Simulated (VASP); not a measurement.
# Te (Pmmn) in VASP: relaxation of cell and atoms with PBE

Aim: the relaxation of cell and atoms of Te with PBE.

Program: VASP 6.6.1. These are calculated values, not measurements. Logs are shortened: lines on timing, memory, paths and dates and some standing lists are left out, and cuts for length are marked.

### 1 The cell of the first run

It takes space group Pmmn (No. 59, orthorhombic). Conventional cell: a = 5.020 Å, b = 6.619 Å, c = 3.948 Å, α = 90.00°, β = 90.00°, γ = 90.00°. Te (site symmetry m) has 3 Te at 2.66 to 2.79 Å within 3.5 Å.

The cell was generated, and may not be a known phase.

### 2 Relaxation of cell and atoms, PBE

Contents of INCAR:

```
SYSTEM = Te
  PREC = Accurate
  ENCUT = 600
  EDIFF = 1E-6
  ISMEAR = 0
  SIGMA = 0.1
  LREAL = .FALSE.
  LASPH = .TRUE.
  NELM = 60
  ALGO = Normal
  ISIF = 3
  LWAVE = .FALSE.
  LCHARG = .FALSE.
  GGA = PE
  IBRION = 2
  NSW = 90
  EDIFFG = -0.04
```

Contents of KPOINTS:

```
Automatic mesh
0
G
  4 4 4
  0 0 0
```

Contents of POSCAR:

```
Te
1.0
    5.0197709700      0.0000000000      0.0000000000
    0.0000000000      6.6187621400      0.0000000000
    0.0000000000      0.0000000000      3.9475309000
Te
4
Direct
    0.0000000000      0.2894311200      0.4093574600
    0.0000000000      0.7105688800      0.4093574600
    0.5000000000      0.2105688800      0.5906425400
    0.5000000000      0.7894311200      0.5906425400
```

Potentials or basis: VASP PAW PBE potentials, release 64 (Te).

Run with:

```sh
$ cat potpaw_PBE.64/Te/POTCAR > POTCAR
$ mpirun -np 1 vasp_std > vasp.out
```

OUTCAR:

```text
SYSTEM = Te
   PREC = Accurate
   ENCUT = 600
   EDIFF = 1E-6
   ISMEAR = 0
   LREAL = .FALSE.
   LASPH = .TRUE.
   NELM = 60
   ISIF = 3
   GGA = PE
   IBRION = 2
   NSW = 90
   EDIFFG = -0.04

 ion  position               nearest neighbor table
   1  0.000  0.289  0.409-   3 2.66   3 2.66   2 2.79
   2  0.000  0.711  0.409-   4 2.66   4 2.66   1 2.79
   3  0.500  0.211  0.591-   1 2.66   1 2.66   4 2.79
   4  0.500  0.789  0.591-   2 2.66   2 2.66   3 2.79

  LATTYP: Found a simple orthorhombic cell.
 ALAT       =     3.9475309000
 B/A-ratio  =     1.2716229707
 C/A-ratio  =     1.6766840609

  Lattice vectors:

 A1 = (   0.0000000000,   0.0000000000,   3.9475309000)
 A2 = (   5.0197709700,   0.0000000000,   0.0000000000)
 A3 = (   0.0000000000,   6.6187621400,   0.0000000000)

Analysis of symmetry for initial positions (statically):
=====================================================================
 Subroutine PRICEL returns:
 Original cell was already a primitive cell.

 Routine SETGRP: Setting up the symmetry group for a
 simple orthorhombic supercell.

 Subroutine GETGRP returns: Found  8 space group operations
 (whereof  4 operations were pure point group operations)
 out of a pool of  8 trial point group operations.

The static configuration has the point symmetry C_2v.
 The point group associated with its full space group is D_2h.

Analysis of symmetry for dynamics (positions and initial velocities):
=====================================================================
 Subroutine PRICEL returns:
 Original cell was already a primitive cell.

 Routine SETGRP: Setting up the symmetry group for a
 simple orthorhombic supercell.

 Subroutine GETGRP returns: Found  8 space group operations
 (whereof  4 operations were pure point group operations)
 out of a pool of  8 trial point group operations.

The dynamic configuration has the point symmetry C_2v.
 The point group associated with its full space group is D_2h.

 Subroutine INISYM returns: Found  8 space group operations
 (whereof  4 operations are pure point group operations),
 and found     1 'primitive' translations

----------------------------------------------------------------------------------------

                                     Primitive cell

  volume of cell :     131.1554

  direct lattice vectors                    reciprocal lattice vectors
     5.019770970  0.000000000  0.000000000     0.199212276  0.000000000  0.000000000
     0.000000000  6.618762140  0.000000000     0.000000000  0.151085653  0.000000000
     0.000000000  0.000000000  3.947530900     0.000000000  0.000000000  0.253322906

  length of vectors
     5.019770970  6.618762140  3.947530900     0.199212276  0.151085653  0.253322906

  position of ions in fractional coordinates (direct lattice)
     0.000000000  0.289431120  0.409357460
     0.000000000  0.710568880  0.409357460
     0.500000000  0.210568880  0.590642540
     0.500000000  0.789431120  0.590642540

  ion indices of the primitive-cell ions
   primitive index   ion index
                 1           1
                 2           2
                 3           3
                 4           4

----------------------------------------------------------------------------------------

 KPOINTS: Automatic mesh

Automatic generation of k-mesh.
 Grid dimensions read from file:
 generate k-points for:    4    4    4

 Generating k-lattice:

  Cartesian coordinates                     Fractional coordinates (reciprocal lattice)
     0.049803069  0.000000000  0.000000000     0.250000000  0.000000000  0.000000000
     0.000000000  0.037771413  0.000000000     0.000000000  0.250000000  0.000000000
     0.000000000  0.000000000  0.063330727     0.000000000  0.000000000  0.250000000

  Length of vectors
     0.049803069  0.037771413  0.063330727

  Shift w.r.t. Gamma in fractional coordinates (k-lattice)
     0.000000000  0.000000000  0.000000000

 Subroutine IBZKPT returns following result:
 ===========================================

 Found     27 irreducible k-points:

 Following reciprocal coordinates:
            Coordinates               Weight
  0.000000  0.000000  0.000000      1.000000
  0.250000  0.000000  0.000000      2.000000
  0.500000  0.000000  0.000000      1.000000
  0.000000  0.250000  0.000000      2.000000
  0.250000  0.250000  0.000000      4.000000
  0.500000  0.250000  0.000000      2.000000
[... 16 lines left out ...]
  0.250000  0.250000  0.500000      4.000000
  0.500000  0.250000  0.500000      2.000000
 [... further k-points ...]
   k-points           NKPTS =     27   k-points in BZ     NKDIM =     27   number of bands    NBANDS=     16
   number of dos      NEDOS =    301   number of ions     NIONS =      4
   total plane-waves  NPLWV =  69120
   dimension x,y,z NGX =    40 NGY =   54 NGZ =   32
   dimension x,y,z NGXF=    80 NGYF=  108 NGZF=   64
   ions per type =               4
   NGX,Y,Z   is equivalent  to a cutoff of  13.25, 13.56, 13.48 a.u.
   NGXF,Y,Z  is equivalent  to a cutoff of  26.49, 27.13, 26.95 a.u.
 SYSTEM =  Te
   PREC   = accura    normal or accurate (medium, high low for compatibility)
   ISTART =      0    job   : 0-new  1-cont  2-samecut
   ICHARG =      2    charge: 1-file 2-atom 10-const
   ISPIN  =      1    spin polarized calculation?
   LNONCOLLINEAR =      F non collinear calculations
   LSORBIT =      F    spin-orbit coupling
   LASPH  =      T    aspherical Exc in radial PAW
   ENCUT  =  600.0 eV  44.10 Ry    6.64 a.u.  10.03 13.22  7.88*2*pi/ulx,y,z
   NELM   =     60;   NELMIN=  2; NELMDL= -5     # of ELM steps
   EDIFF  = 0.1E-05   stopping-criterion for ELM
   LREAL  =      F    real-space projection
   EDIFFG = -.4E-01   stopping-criterion for IOM
   NSW    =     90    number of steps for IOM
   IBRION =      2    ionic relax: 0-MD 1-quasi-New 2-CG
   NFREE  =      1    steps in history (QN), initial steepest desc. (CG)
   ISIF   =      3    stress and relaxation
   ISYM   =      2    0-nonsym 1-usesym 2-fastsym
   POTIM  = 0.5000    time-step for ionic-motion
   TEBEG  =    0.0;   TEEND  =   0.0 temperature during run
   PSTRESS=    0.0 pullay stress
   NELECT =      24.0000    total number of electrons
   NUPDOWN=      -1.0000    fix difference up-down
   EMIN   =  10.00;   EMAX   =-10.00  energy-range for DOS
   EFERMI =   0.00;   METHOD = LEGACY
   ISMEAR =     0;   SIGMA  =   0.10  broadening in eV -4-tet -1-fermi 0-gaus
   EFERMI_NEDOS =   21; number of points for ismear=-14 and -15
   IALGO  =     38    algorithm
   IMIX   =      4    mixing-type and parameters
     AMIX     =   0.40;   BMIX     =  1.00
     AMIX_MAG =   1.60;   BMIX_MAG =  1.00
  volume/ion in A,a.u.               =      32.79       221.27
  Fermi-wavevector in a.u.,A,eV,Ry     =   0.929430  1.756367 11.753249  0.863839
  Thomas-Fermi vector in A             =   2.055711
   LORBIT       =      0    0 simple, 1 ext, 2 COOP (PROOUT), +10 PAW based schemes
   GGA     = PE    functional components
   LHFCALC =     F    Hartree Fock is set to
   AEXX    =    0.0000 exact exchange contribution
   IVDW    =     0    specifies the selected vdW correction
   LEPSILON=     F    determine dielectric tensor
   LRPA    =     F    only Hartree local field effects (RPA)
 conjugate gradient relaxation of ions
 non-spin polarized calculation
 Gauss-broadening in eV      SIGMA  =   0.10
  energy-cutoff  :      600.00
  volume of cell :      131.16
 maximum number of plane-waves:      4404
   NGX = 21   NGY = 27   NGZ = 15

--------------------------------------- Ionic step        1  -------------------------------------------

 number of electron      24.0000000 magnetization

 Free energy of the ion-electron system (eV)
  ---------------------------------------------------
  ext. energy  EPLUGINS =         0.00000000
  ---------------------------------------------------
  free energy    TOTEN  =        -9.83027471 eV

  energy without entropy =       -9.81127228  energy(sigma->0) =       -9.82077350

------------------------ aborting loop because EDIFF is reached ----------------------------------------

  FORCE on cell =-STRESS in cart. coord.  units (eV):
  Direction    XX          YY          ZZ          XY          YZ          ZX
  --------------------------------------------------------------------------------------
  -------------------------------------------------------------------------------------
  Total       20.1803406     10.5603757      4.6518650      0.0000000      0.0000000      0.0000000
  in kB      246.5203975    129.0041658     56.8265732      0.0000000      0.0000000      0.0000000
  external PRESSURE =     144.1170455 kB  Pullay stress =       0.0000000 kB
[... 95 lines left out ...]
  FREE ENERGIE OF THE ION-ELECTRON SYSTEM (eV)
  ---------------------------------------------------
  free  energy   TOTEN  =       -11.2406101896 eV

  energy  without entropy=      -11.2062563443  energy(sigma->0) =      -11.22343327

 E-fermi :   5.0746     XC(G=0):  -8.8109

 val. band max:        5.0713598459   @ k =   0.0000   0.2500   0.0000
 cond. band min:       5.0831320692   @ k =   0.2500   0.0000   0.2500
 fundamental gap:      0.0117722233
 Fermi energy:         5.0745970643

 k-point     1 :       0.0000    0.0000    0.0000
  band No.  band energies     occupation
      1      -8.0280      2.00000
      2      -5.8693      2.00000
      3      -5.7864      2.00000
      4      -3.4767      2.00000
      5      -0.5353      2.00000
      6      -0.4659      2.00000
[... 8 lines left out ...]
     15       8.2051      0.00000
     16       9.1205      0.00000
[... 420 lines left out ...]
  band No.  band energies     occupation
      1      -6.5143      2.00000
      2      -6.5143      2.00000
      3      -4.9621      2.00000
      4      -4.9621      2.00000
      5       1.1837      2.00000
      6       1.1837      2.00000
[... 8 lines left out ...]
     15       7.0768      0.00000
     16       7.0768      0.00000

 [... further k-points ...]

[... ionic steps 4 to 48 ...]

--------------------------------------- Ionic step       49  -------------------------------------------

 number of electron      23.9999995 magnetization

------------------------ aborting loop because EDIFF is reached ----------------------------------------

  FORCE on cell =-STRESS in cart. coord.  units (eV):
  Direction    XX          YY          ZZ          XY          YZ          ZX
  --------------------------------------------------------------------------------------
  -------------------------------------------------------------------------------------
  Total        0.8847348      0.8234376     -0.7459401      0.0000000      0.0000000      0.0000000
  in kB       10.8633830     10.1107338     -9.1591658      0.0000000      0.0000000      0.0000000
  external PRESSURE =       3.9383170 kB  Pullay stress =       0.0000000 kB
[... 61 lines left out ...]
  energy  without entropy=      -12.7522970891  energy(sigma->0) =      -12.75806876

--------------------------------------- Ionic step       51  -------------------------------------------

 number of electron      23.9999995 magnetization

 Free energy of the ion-electron system (eV)
  ---------------------------------------------------
  ext. energy  EPLUGINS =         0.00000000
  ---------------------------------------------------
  free energy    TOTEN  =       -12.76559829 eV

  energy without entropy =      -12.75406196  energy(sigma->0) =      -12.75983013

 E-fermi :   6.2358     XC(G=0):  -9.2633

 val. band max:        6.1881421367   @ k =   0.0000   0.2500   0.2500
 cond. band min:       6.3117277348   @ k =   0.5000   0.0000   0.5000
 fundamental gap:      0.1235855981
 Fermi energy:         6.2358279035

 k-point     1 :       0.0000    0.0000    0.0000
  band No.  band energies     occupation
      1      -7.1999      2.00000
      2      -5.3582      2.00000
      3      -5.2976      2.00000
      4      -3.3909      2.00000
      5       0.3491      2.00000
      6       0.3746      2.00000
[... 8 lines left out ...]
     15       9.3384      0.00000
     16       9.4219      0.00000
[... 420 lines left out ...]
  band No.  band energies     occupation
      1      -4.8504      2.00000
      2      -4.8504      2.00000
      3      -3.5663      2.00000
      4      -3.5663      2.00000
      5       1.5556      2.00000
      6       1.5556      2.00000
[... 8 lines left out ...]
     15       7.9767      0.00000
     16       7.9767      0.00000

 [... further k-points ...]

------------------------ aborting loop because EDIFF is reached ----------------------------------------

  FORCE on cell =-STRESS in cart. coord.  units (eV):
  Direction    XX          YY          ZZ          XY          YZ          ZX
  --------------------------------------------------------------------------------------
  -------------------------------------------------------------------------------------
  Total        0.0481423      0.0738631     -0.1367437      0.0000000      0.0000000      0.0000000
  in kB        0.5881486      0.9023765     -1.6705801      0.0000000      0.0000000      0.0000000
  external PRESSURE =      -0.0600183 kB  Pullay stress =       0.0000000 kB
[... 19 lines left out ...]
  FREE ENERGIE OF THE ION-ELECTRON SYSTEM (eV)
  ---------------------------------------------------
  free  energy   TOTEN  =       -12.7655982923 eV

  energy  without entropy=      -12.7540619578  energy(sigma->0) =      -12.75983013

 reached required accuracy - stopping structural energy minimisation
```

It took 15 min on 1 thread of AMD EPYC 9R45 (Zen 5), shared host; peak memory 0.26 GiB.

Results:

```
Free energy                  : -12.7656 eV
Energy gained by relaxing    : 733.8 meV/atom
Ionic steps                  : 51
Pressure after relaxing      : 0.0 GPa
Largest force after relaxing : 0.024 eV/Å
```

Forces in eV/Å, atoms in the order of the input:
```
Te   0.000 -0.017  0.017
Te   0.000  0.017  0.017
Te   0.000  0.017 -0.017
Te   0.000 -0.017 -0.017
```

Step by step:
| step | energy change (eV) | largest force (eV/Å) | pressure (GPa) | volume (Å³) |
| --- | --- | --- | --- | --- |
| 1 | 0.0000 | 1.9679 | 14.41 | 131.16 |
| 3 | -1.4103 | 0.2695 | -0.57 | 159.92 |
| 5 | -1.5070 | 0.2454 | -0.38 | 157.63 |
| 7 | -0.8306 | 1.0519 | 8.02 | 138.86 |
| 9 | -1.8984 | 1.0918 | 0.55 | 149.88 |
| 11 | -2.0198 | 0.9157 | -0.12 | 149.22 |
| 13 | -2.1893 | 0.2117 | -1.95 | 150.25 |
| 15 | -2.2404 | 0.1253 | -0.80 | 146.44 |
| 17 | -2.2473 | 0.1220 | -0.23 | 144.72 |
| 19 | -2.2518 | 0.0698 | 0.02 | 144.03 |
| 21 | -2.2538 | 0.0768 | 0.02 | 143.88 |
| 23 | -2.2746 | 0.2067 | -0.38 | 144.08 |
| 25 | -2.2920 | 0.3025 | -0.66 | 144.23 |
| 27 | -2.2945 | 0.3216 | -0.66 | 144.01 |
| 29 | -2.2976 | 0.4328 | -0.58 | 143.00 |
| 31 | -2.3280 | 0.4612 | -0.34 | 140.97 |
| 33 | -2.6642 | 0.5564 | 1.27 | 131.66 |
| 35 | -2.7634 | 0.5667 | 2.07 | 128.45 |
| 37 | -2.8209 | 0.5420 | 3.03 | 125.33 |
| 39 | -2.8268 | 0.5110 | 3.21 | 124.66 |
| 41 | -2.8368 | 0.4827 | 3.04 | 124.92 |
| 43 | -2.8970 | 0.3608 | 1.19 | 128.59 |
| 45 | -2.9144 | 0.2629 | -0.34 | 132.16 |
| 47 | -2.9238 | 0.2024 | -0.25 | 131.86 |
| 49 | -2.9257 | 0.1140 | 0.39 | 130.48 |
| 51 | -2.9353 | 0.0240 | -0.01 | 131.14 |

Final structure:
```cif
data_structure
_symmetry_space_group_name_H-M 'P 1'
_symmetry_Int_Tables_number 1
_cell_length_a 6.2906
_cell_length_b 6.3247
_cell_length_c 3.2962
_cell_angle_alpha 90.000
_cell_angle_beta 90.000
_cell_angle_gamma 90.000
_cell_volume 131.14
loop_
_atom_site_label
_atom_site_type_symbol
_atom_site_fract_x
_atom_site_fract_y
_atom_site_fract_z
_atom_site_occupancy
Te1 Te 0.00000 0.25035 0.49476 1
Te2 Te 0.00000 0.74965 0.49476 1
Te3 Te 0.50000 0.24965 0.50524 1
Te4 Te 0.50000 0.75035 0.50524 1
```

Levels at points of the mesh, in eV from the Fermi level:
```
           k point  band 10  band 11  band 12  band 13  band 14  band 15
(0.00, 0.00, 0.00)     1.60     1.73     2.20     2.24     2.35     3.10
(0.50, 0.00, 0.00)    -1.16     1.38     1.38     2.25     2.25     2.84
(0.00, 0.50, 0.00)    -1.15     1.37     1.37     2.36     2.36     2.86
(0.50, 0.50, 0.00)    -2.04    -2.04    -2.04     2.01     2.01     2.02
(0.00, 0.00, 0.50)    -3.09    -3.01    -2.27     2.35     2.37     2.71
(0.50, 0.00, 0.50)    -3.20    -1.51    -1.51     0.08     0.08     3.19
(0.00, 0.50, 0.50)    -3.17    -1.55    -1.55     0.08     0.08     3.14
(0.50, 0.50, 0.50)    -1.08    -1.06    -1.06    -0.64    -0.64    -0.64
```

Caveat: the k points lie up to 0.48 Å⁻¹ apart in the final cell; the highest band is partly filled, so the run has too few bands; a cell axis changed by over 15 % at a fixed basis, so the end point is rough; spin-orbit coupling is left out, which moves the levels of the heavy elements.
